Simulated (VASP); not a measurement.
Write the native input for VASP 6.6.1 that does the following.

```yaml
Task: single point
Functional: PBE
Potentials_or_basis: VASP PAW PBE potentials, release 64 (W_sv, C)
Cutoff: 600 eV
k_mesh: 30 × 30 × 26
Occupations: gaussian, width 0.2 eV
Spin: no spin polarisation
Dipole_correction: no
Further_INCAR_settings: ALGO = Normal; EDIFF = 1e-06; NBANDS = 16
```

The structure of WC lies in POSCAR:

```
WC
1.0
    2.9223378036      0.0000000000      0.0000000000
   -1.4611689018      2.5308187763      0.0000000000
    0.0000000000      0.0000000000      2.8463243968
W C
1 1
Direct
    0.0000000000      0.0000000000      0.0000000000
    0.3333333333      0.6666666667      0.5000000000
```

These files were run (other wordings do the same):

INCAR

```
SYSTEM = WC
  PREC = Accurate
  ENCUT = 600
  EDIFF = 1E-6
  ISMEAR = 0
  SIGMA = 0.2
  LREAL = .FALSE.
  LASPH = .TRUE.
  NELM = 120
  ALGO = Normal
  ISIF = 2
  LWAVE = .FALSE.
  LCHARG = .TRUE.
  GGA = PE
  LELF = .TRUE.
  LVHAR = .TRUE.
  NBANDS = 16
  GGA_COMPAT = .FALSE.
```

KPOINTS

```
regular mesh
0
G
  30 30 26
  0 0 0
```

Potentials or basis: VASP PAW PBE potentials, release 64 (W_sv, C).

Command:

```console
$ cat potpaw_PBE.64/W_sv/POTCAR potpaw_PBE.64/C/POTCAR > POTCAR
$ mpirun -np 1 vasp_std > vasp.out
```

Results of the run:

- Pressure: 1.0 GPa
- Band gap on the k mesh: zero (bands 9 and 10 overlap by 1.31 eV)

Caveat: spin-orbit coupling is left out, which moves the levels of the heavy elements.

Run time: 9.2 min on 1 thread of Oxide Virtual Turin-like Processor, on a shared host, peak memory 0.55 GiB.
